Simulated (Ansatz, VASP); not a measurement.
# TiN in VASP and in Ansatz

```
Ti N
1.0
     0.00000    2.11018    2.11018
     2.11018    0.00000    2.11018
     2.11018    2.11018    0.00000
Ti N
1 1
Direct
  0.00000 0.00000 0.00000
  0.50000 0.50000 0.50000
```

Alike in both runs: functional r2SCAN; dispersion D4; k mesh 11 × 11 × 11; occupations gaussian, width 0.1 eV; no spin polarisation.

Ansatz relaxed the structure, and its values are those at the end. VASP's run is a single point on that final structure, the one shown.

|  | VASP | Ansatz |
| --- | --- | --- |
| version | VASP 6.6.1 | Ansatz 0.2.0 |
| potentials or method | VASP PAW PBE potentials, release 64 (Ti_sv, N) | plane waves, PAW |
| plane-wave cutoff (eV) | 660 | 500 |
| valence electrons in the cell | 17 | 17 |

Ansatz gave:

- pressure (GPa): 0.0

Problem. Which values does VASP return?

Solution. Pressure (GPa): 1.7.

VASP's potentials were made for PBE, not for r2SCAN. Ansatz's warnings: stress scf threshold loose.
